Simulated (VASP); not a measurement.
Wanted: the native input for a VASP 6.6.1 run.

| Quantity | Value |
| --- | --- |
| Task | single point |
| Functional | PBE |
| Potentials or basis | VASP PAW PBE potentials, release 64 (Mg) |
| Cutoff | 520 eV |
| k mesh | 16 × 16 × 16 |
| Occupations | gaussian, width 0.1 eV |
| Spin | no spin polarisation |
| Dipole correction | no |
| Further INCAR settings | ALGO = Normal; EDIFF = 1e-07; NBANDS = 7 |

The structure of Mg lies in POSCAR:

```
Mg
1.0
    0.0000000000      2.3545611824      2.3545611824
    2.3545611824      0.0000000000      2.3545611824
    2.3545611824      2.3545611824      0.0000000000
Mg
1
Direct
    0.0000000000      0.0000000000      0.0000000000
```

This cell differs from its parent crystal: strained.

These files were run (other wordings do the same):

INCAR

```
SYSTEM = Mg
ALGO = Normal ; EDIFF = 1E-7
ENCUT = 520 ; GGA = PE
ISIF = 2 ; ISMEAR = 0
LASPH = .True. ; LCHARG = .False.
LREAL = .False. ; LWAVE = .False.
NBANDS = 7 ; NELM = 80
PREC = Accurate ; SIGMA = 0.1
```

KPOINTS

```
k-points
0
Gamma
  16 16 16
  0 0 0
```

Potentials or basis: VASP PAW PBE potentials, release 64 (Mg).

Run with:

```console
$ cat potpaw_PBE.64/Mg/POTCAR > POTCAR
$ mpirun -np 1 vasp_std > vasp.out
```

It gave:

The pressure is -3.5 GPa. The band gap on the k mesh is zero (band 1 reaches 3.37 eV, above the bottom of band 2 at 0.69 eV).

Caveat: the cell differs from its parent crystal (strained).

It took 48 s on 1 thread of Intel Xeon 6975P-C (shared host), peak memory 0.17 GiB.
